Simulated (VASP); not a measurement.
# Nb2Te2S (Cmmm) in VASP: notebook, part 2 of 2

VASP 6.6.1. Earlier steps stand in the parts before.

## Step 3: Relaxation of cell and atoms, PBE

Contents of INCAR:

```
PREC     = Accurate       # precision mode
ENCUT    = 600            # plane-wave cutoff, eV
EDIFF    = 1E-7           # SCF threshold, eV
ISMEAR   = 0              # smearing method
SIGMA    = 0.1            # smearing width, eV
LREAL    = False          # projectors in reciprocal space
LASPH    = True           # aspherical terms in the spheres
NELM     = 100            # most SCF steps
ALGO     = Normal         # electronic algorithm
ISIF     = 3              # what is computed and relaxed
LWAVE    = False          # write WAVECAR
LCHARG   = False          # write CHGCAR
GGA      = PE             # functional
IBRION   = 2              # ionic algorithm
NSW      = 90             # ionic steps
EDIFFG   = -0.04          # ionic threshold
```

Contents of KPOINTS:

```
regular mesh
0
Gamma
  4 4 4
```

Contents of POSCAR:

```
Nb2Te2S
1.0
    2.7687738600     -4.1166844900      0.0000000000
    2.7687738600      4.1166844900      0.0000000000
    0.0000000000      0.0000000000      5.5944644800
Nb Te S
2 2 1
Direct
    0.7734916000      0.7734916000      0.0000000000
    0.2265084000      0.2265084000      0.0000000000
    0.0000000000      0.5000000000      0.0000000000
    0.5000000000      0.0000000000      0.0000000000
    0.0000000000      0.0000000000      0.5000000000
```

Potentials or basis: VASP PAW PBE potentials, release 64 (Nb_sv, Te, S).

On the command line:

```bash
> cat potpaw_PBE.64/Nb_sv/POTCAR potpaw_PBE.64/Te/POTCAR potpaw_PBE.64/S/POTCAR > POTCAR
> mpirun -np 1 vasp_std > vasp.out
```

OUTCAR:

```text
PREC = Accurate
   ENCUT = 600
   EDIFF = 1E-7
   ISMEAR = 0
   LREAL = False
   LASPH = True
   NELM = 100
   ISIF = 3
   GGA = PE
   IBRION = 2
   NSW = 90
   EDIFFG = -0.04

 ion  position               nearest neighbor table
   1  0.773  0.773  0.000-   3 2.06   4 2.06   2 2.51   2 3.03   4 3.35   3 3.35
   2  0.227  0.227  0.000-   3 2.06   4 2.06   1 2.51   1 3.03   3 3.35   4 3.35
   3  0.000  0.500  0.000-   1 2.06   2 2.06   4 2.77   4 2.77   1 3.35   2 3.35
   4  0.500  0.000  0.000-   1 2.06   2 2.06   3 2.77   3 2.77   1 3.35   2 3.35
   5  0.000  0.000  0.500-

  LATTYP: Found a base centered orthorhombic cell.
 ALAT       =     5.5375477200
 B/A-ratio  =     1.4868258291
 C/A-ratio  =     1.0102783331

  Lattice vectors:

 A1 = (   2.7687738600,  -4.1166844900,   0.0000000000)
 A2 = (   2.7687738600,   4.1166844900,   0.0000000000)
 A3 = (   0.0000000000,   0.0000000000,   5.5944644800)

Analysis of symmetry for initial positions (statically):
=====================================================================
 Subroutine PRICEL returns:
 Original cell was already a primitive cell.

 Routine SETGRP: Setting up the symmetry group for a
 base centered orthorhombic supercell.

 Subroutine GETGRP returns: Found  8 space group operations
 (whereof  8 operations were pure point group operations)
 out of a pool of  8 trial point group operations.

The static configuration has the point symmetry D_2h.

Analysis of symmetry for dynamics (positions and initial velocities):
=====================================================================
 Subroutine PRICEL returns:
 Original cell was already a primitive cell.

 Routine SETGRP: Setting up the symmetry group for a
 base centered orthorhombic supercell.

 Subroutine GETGRP returns: Found  8 space group operations
 (whereof  8 operations were pure point group operations)
 out of a pool of  8 trial point group operations.

The dynamic configuration has the point symmetry D_2h.

 Subroutine INISYM returns: Found  8 space group operations
 (whereof  8 operations are pure point group operations),
 and found     1 'primitive' translations

----------------------------------------------------------------------------------------

                                     Primitive cell

  volume of cell :     127.5333

  direct lattice vectors                    reciprocal lattice vectors
     2.768773860 -4.116684490  0.000000000     0.180585351 -0.121456964  0.000000000
     2.768773860  4.116684490  0.000000000     0.180585351  0.121456964  0.000000000
     0.000000000  0.000000000  5.594464480     0.000000000  0.000000000  0.178748119

  length of vectors
     4.961169205  4.961169205  5.594464480     0.217630106  0.217630106  0.178748119

  position of ions in fractional coordinates (direct lattice)
     0.773491600  0.773491600  0.000000000
     0.226508400  0.226508400  0.000000000
     0.000000000  0.500000000  0.000000000
     0.500000000  0.000000000  0.000000000
     0.000000000  0.000000000  0.500000000

  ion indices of the primitive-cell ions
[... 84 lines left out ...]
   PSTRESS=    0.0 pullay stress
   NELECT =      44.0000    total number of electrons
   NUPDOWN=      -1.0000    fix difference up-down
   EMIN   =  10.00;   EMAX   =-10.00  energy-range for DOS
   EFERMI =   0.00;   METHOD = LEGACY
   ISMEAR =     0;   SIGMA  =   0.10  broadening in eV -4-tet -1-fermi 0-gaus
   EFERMI_NEDOS =   21; number of points for ismear=-14 and -15
   IALGO  =     38    algorithm
   IMIX   =      4    mixing-type and parameters
     AMIX     =   0.40;   BMIX     =  1.00
     AMIX_MAG =   1.60;   BMIX_MAG =  1.00
  volume/ion in A,a.u.               =      25.51       172.13
  Fermi-wavevector in a.u.,A,eV,Ry     =   1.148201  2.169785 17.937447  1.318365
  Thomas-Fermi vector in A             =   2.284877
   LORBIT       =      0    0 simple, 1 ext, 2 COOP (PROOUT), +10 PAW based schemes
   GGA     = PE    functional components
   LHFCALC =     F    Hartree Fock is set to
   AEXX    =    0.0000 exact exchange contribution
   IVDW    =     0    specifies the selected vdW correction
   LEPSILON=     F    determine dielectric tensor
   LRPA    =     F    only Hartree local field effects (RPA)
 conjugate gradient relaxation of ions
 non-spin polarized calculation
 Gauss-broadening in eV      SIGMA  =   0.10
  energy-cutoff  :      600.00
  volume of cell :      127.53
 maximum number of plane-waves:      4288
   NGX = 19   NGY = 19   NGZ = 23

--------------------------------------- Ionic step        1  -------------------------------------------

 number of electron      44.0000001 magnetization

 Free energy of the ion-electron system (eV)
  ---------------------------------------------------
  ext. energy  EPLUGINS =         0.00000000
  ---------------------------------------------------
  free energy    TOTEN  =       -10.09660662 eV

  energy without entropy =      -10.08319998  energy(sigma->0) =      -10.08990330

------------------------ aborting loop because EDIFF is reached ----------------------------------------

  FORCE on cell =-STRESS in cart. coord.  units (eV):
  Direction    XX          YY          ZZ          XY          YZ          ZX
  --------------------------------------------------------------------------------------
  -------------------------------------------------------------------------------------
  Total       15.2668074    157.0351037     -9.5365367     -0.0000000      0.0000000      0.0000000
  in kB      191.7940907   1972.8031031   -119.8057550     -0.0000000      0.0000000      0.0000000
  external PRESSURE =     681.5971463 kB  Pullay stress =       0.0000000 kB
[... 40 lines left out ...]
 VOLUME and BASIS-vectors are now :
 -----------------------------------------------------------------------------
  energy-cutoff  :      600.00
  volume of cell :      334.15
      direct lattice vectors                 reciprocal lattice vectors
     3.176620511-10.354112087  0.000000000     0.157399978 -0.048289993  0.000000000
     3.176620511 10.354112087  0.000000000     0.157399978  0.048289993  0.000000000
     0.000000000  0.000000000  5.079697841     0.000000000  0.000000000  0.196862103

 POSITION                                       TOTAL-FORCE (eV/Angst)
 -----------------------------------------------------------------------------------
      5.00125      0.00000      5.07970         3.019829      0.000000     -0.000000
      1.35199      0.00000      0.00000        -3.019829      0.000000      0.000000
      1.58831      5.17706      0.00000         0.000000      0.000000      0.000000
      1.58831     -5.17706      0.00000        -0.000000      0.000000      0.000000
      6.35324      0.00000      2.53985         0.000000     -0.000000      0.000000
 -----------------------------------------------------------------------------------
    total drift:                                0.000000      0.000000      0.000000
[... 40 lines left out ...]
  FREE ENERGIE OF THE ION-ELECTRON SYSTEM (eV)
  ---------------------------------------------------
  free  energy   TOTEN  =       -25.2649646267 eV

  energy  without entropy=      -25.2273446657  energy(sigma->0) =      -25.24615465

 E-fermi :   4.1020     XC(G=0):  -8.3455

 val. band max:        4.0144126861   @ k =   0.5000   0.5000   0.5000
 cond. band min:       4.1132251345   @ k =   0.5000  -0.0000   0.2500
 fundamental gap:      0.0988124484
 Fermi energy:         4.1020144353

 k-point     1 :       0.0000    0.0000    0.0000
  band No.  band energies     occupation
      1     -51.3799      2.00000
      2     -51.1963      2.00000
      3     -27.7149      2.00000
      4     -27.6185      2.00000
      5     -27.5553      2.00000
      6     -27.4591      2.00000
[... 598 lines left out ...]
     25       5.1094      0.00000
     26       6.6055      0.00000

[... ionic steps 4 to 16 ...]

--------------------------------------- Ionic step       17  -------------------------------------------

 number of electron      44.0000001 magnetization

------------------------ aborting loop because EDIFF is reached ----------------------------------------
[... 73 lines left out ...]
--------------------------------------- Ionic step       19  -------------------------------------------

 number of electron      43.9999996 magnetization

 Free energy of the ion-electron system (eV)
  ---------------------------------------------------
  ext. energy  EPLUGINS =         0.00000000
  ---------------------------------------------------
  free energy    TOTEN  =       -30.35094647 eV

  energy without entropy =      -30.33944038  energy(sigma->0) =      -30.34519343

 E-fermi :   5.6355     XC(G=0):  -9.0218

 val. band max:        5.6131476177   @ k =   0.2500  -0.0000   0.2500
 cond. band min:       5.7076519243   @ k =   0.5000  -0.0000   0.2500
 fundamental gap:      0.0945043066
 Fermi energy:         5.6355249470

 k-point     1 :       0.0000    0.0000    0.0000
  band No.  band energies     occupation
      1     -49.8818      2.00000
      2     -49.4743      2.00000
      3     -26.7016      2.00000
      4     -26.1909      2.00000
      5     -25.9922      2.00000
      6     -25.8424      2.00000
[... 630 lines left out ...]
  FREE ENERGIE OF THE ION-ELECTRON SYSTEM (eV)
  ---------------------------------------------------
  free  energy   TOTEN  =       -30.3509464727 eV

  energy  without entropy=      -30.3394403779  energy(sigma->0) =      -30.34519343

 reached required accuracy - stopping structural energy minimisation
```

Wall time 14 min (1 thread of Intel Xeon 6975P-C (Granite Rapids), shared host); peak memory 0.33 GiB.

Results:

- Free energy: -30.3509 eV
- Relaxed volume: 30.23 Å³/atom
- Relaxed cell: a = 6.330 Å, b = 6.330 Å, c = 4.431 Å, α = 90.00°, β = 90.00°, γ = 121.67°
- Space group after relaxing (to 0.1 Å): Cmmm (No. 65)
- Pressure after relaxing: 0.0 GPa
- Largest force after relaxing: 0.031 eV/Å
- Band gap on the k mesh: zero (bands 22 and 23 overlap by 1.21 eV)

Forces in eV/Å, atoms in the order of the input:
```
Nb  -0.031  0.000  0.000
Nb   0.031  0.000  0.000
Te   0.000  0.000  0.000
Te   0.000  0.000  0.000
S    0.000  0.000  0.000
```

Final structure:
```
CELL_PARAMETERS angstrom
3.08497 -5.52760 0.00000
3.08497 5.52760 0.00000
0.00000 0.00000 4.43127
ATOMIC_POSITIONS crystal
Nb 0.81129 0.81129 0.00000
Nb 0.18871 0.18871 0.00000
Te 0.00000 0.50000 0.00000
Te 0.50000 0.00000 0.00000
S 0.00000 0.00000 0.50000
```

Caveat: the volume moved by over 15 % at a fixed basis, so the end points are rough; spin-orbit coupling is left out, which moves the levels of the heavy elements.

## Step 4: Single point, PBE

This run uses another cell than the first one, of 30.12 Å³/atom.

Contents of INCAR:

```
SYSTEM = Nb2Te2S
  ALGO = Normal
  EDIFF = 1E-7
  ENCUT = 520
  GGA = PE
  ISIF = 2
  ISMEAR = 0
  LASPH = .True.
  LCHARG = .False.
  LREAL = .False.
  LWAVE = .False.
  NBANDS = 30
  NELM = 100
  PREC = Accurate
  SIGMA = 0.1
```

Contents of KPOINTS:

```
k-points
0
Gamma
  8 8 8
  0 0 0
```

Contents of POSCAR:

```
Nb2Te2S
1.0
    3.1904385551     -5.4754274692      0.0000000000
    3.1904385551      5.4754274692      0.0000000000
    0.0000000000      0.0000000000      4.3107731425
Nb Te S
2 2 1
Direct
    0.8116737102      0.8116737102      0.0000000000
    0.1883262898      0.1883262898      0.0000000000
    0.0000000000      0.5000000000      0.0000000000
    0.5000000000      0.0000000000      0.0000000000
    0.0000000000      0.0000000000      0.5000000000
```

On the command line:

```bash
> cat potpaw_PBE.64/Nb_sv/POTCAR potpaw_PBE.64/Te/POTCAR potpaw_PBE.64/S/POTCAR > POTCAR
> mpirun -np 1 vasp_std > vasp.out
```

Wall time 3.7 min (1 thread of Intel Xeon 6975P-C (Granite Rapids), shared host); peak memory 0.56 GiB.

It converged, with:

```yaml
Free_energy: -30.4102 eV
Pressure: -0.2 GPa
Largest_force: 0.003 eV/Å
Band_gap_on_the_k_mesh: zero (bands 22 and 23 overlap by 1.31 eV)
```

Forces in eV/Å, atoms in the order of the input:
```
Nb   0.003  0.000  0.000
Nb  -0.003  0.000  0.000
Te   0.000  0.000  0.000
Te   0.000  0.000  0.000
S    0.000  0.000  0.000
```

Levels at points of the mesh, in eV from the Fermi level:
```tsv
k point	band 18	band 19	band 20	band 21	band 22	band 23	band 24	band 25	band 26	band 27
(0.00, 0.00, 0.00)	-2.24	-1.67	-1.18	-1.10	-0.22	0.05	0.97	1.91	2.01	2.04
(0.50, 0.00, 0.00)	-2.01	-1.91	-1.43	-1.34	-0.48	0.29	0.94	1.13	1.31	1.59
(0.50, 0.50, 0.00)	-2.12	-2.02	-1.05	-0.16	0.29	0.60	0.85	1.44	1.78	1.87
(0.00, 0.00, 0.50)	-3.22	-2.46	-1.97	-1.28	-0.81	0.23	0.49	1.31	1.42	1.49
(0.50, 0.00, 0.50)	-2.78	-1.80	-1.65	-1.19	-1.11	-0.77	0.17	0.27	0.62	1.46
(0.50, 0.50, 0.50)	-1.87	-1.86	-1.79	-1.76	-1.35	-0.38	0.12	1.60	1.71	1.84
```

Caveat: spin-orbit coupling is left out, which moves the levels of the heavy elements.

## Step 5: Overview

| task | spin | cell | k mesh | cutoff (eV) | gap on the mesh (eV) | pressure (GPa) | largest force (eV/Å) |
| --- | --- | --- | --- | --- | --- | --- | --- |
| single point | collinear, zero start | a = 4.961, b = 4.961, c = 5.594 Å, angles 90.0, 90.0, 112.2°, 5 atoms, atomic positions A | 4 × 4 × 4 | 520 | none | 68.1 | 1.57 |
| relaxation of cell and atoms | off | relaxed from a = 4.961, b = 4.961, c = 5.594 Å, angles 90.0, 90.0, 112.2°, 5 atoms, atomic positions A | 4 × 4 × 4 | 600 | none | 0.0 | 0.03 |
| single point | off | a = 6.337, b = 6.337, c = 4.311 Å, angles 90.0, 90.0, 119.5°, 5 atoms, atomic positions B | 8 × 8 × 8 | 520 | none | -0.2 | - |

Alike in all rows: level PBE; potentials or basis VASP PAW PBE potentials, release 64 (Nb_sv, Te, S); smearing gaussian 0.1 eV.

Caveats: spin-orbit coupling is left out, which moves the levels of the heavy elements; the stress differs along the axes, from -12 to 197 GPa (at least some runs); forces of over 1 eV/Å act on the atoms, so gaps and moduli don't describe the material at rest (at least some runs); the volume moved by over 15 % at a fixed basis, so the end points are rough (at least some runs).

Total energies depend on the potentials used, so only differences within one code and one set of settings carry meaning.

The gap in the log of VASP goes by the Fermi energy; the results here count the filled bands.